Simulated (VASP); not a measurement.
## BaTiO3: single point with PBE+U

The system is BaTiO3.

```
Ba Ti O
1.0
     2.77601    1.60273    2.26665
    -2.77601    1.60273    2.26665
     0.00000   -3.20545    2.26665
Ba Ti O
1 1 3
Direct
  0.99578 0.99578 0.99578
  0.49585 0.49585 0.49585
  0.49570 0.49570 0.99567
  0.49570 0.99567 0.49570
  0.99567 0.49570 0.49570
```

This cell differs from its parent crystal: volume scaled by 0.91, then relaxed in part.

```json
{
  "Program": "VASP 6.6.1",
  "Task": "single point",
  "Functional": "PBE",
  "Potentials or basis": "VASP PAW PBE potentials, release 64 (Ba_sv, Ti_sv, O)",
  "Cutoff": "520 eV",
  "k mesh": "6 × 6 × 6",
  "Occupations": "gaussian, width 0.02 eV",
  "Spin": "no spin polarisation",
  "Hubbard terms": "Ti d U = 4.0 eV"
}
```

```json
{
  "Pressure": "19.5 GPa",
  "Largest force": "0.008 eV/Å",
  "Band gap on the k mesh": "2.35 eV, indirect (least direct gap 2.48 eV)"
}
```

Forces in eV/Å, atoms in the order of the input:
```
Ba   0.000  0.000  0.000
Ti   0.000  0.000 -0.008
O    0.000 -0.003  0.003
O   -0.003  0.002  0.003
O    0.003  0.002  0.003
```

Levels at points of the mesh, in eV from the valence-band top:
| k point | band 18 | band 19 | band 20 | band 21 | band 22 | band 23 |
| --- | --- | --- | --- | --- | --- | --- |
| (0.00, 0.00, 0.00) | -0.13 | -0.13 | -0.13 | 2.35 | 2.35 | 2.35 |
| (0.50, 0.00, 0.00) | -1.80 | -0.79 | -0.79 | 2.57 | 4.24 | 4.24 |
| (0.50, 0.50, 0.00) | -0.85 | -0.85 | -0.10 | 4.26 | 4.26 | 4.71 |
| (0.50, 0.50, 0.50) | 0.00 | 0.00 | 0.00 | 4.99 | 4.99 | 4.99 |

Eigenvalues of the final occupation matrices:
```csv
site,spin,trace,eigenvalues
site 2 d,1,0.82,0.11 0.11 0.11 0.25 0.25
site 2 d,2,0.82,0.11 0.11 0.11 0.25 0.25
```

It used 45 s of CPU time on 1 thread of Intel Xeon 6975P-C, with other jobs on the host.

Caveat: spin-orbit coupling is left out, which moves the levels of the heavy elements. A k mesh can miss the band edges.
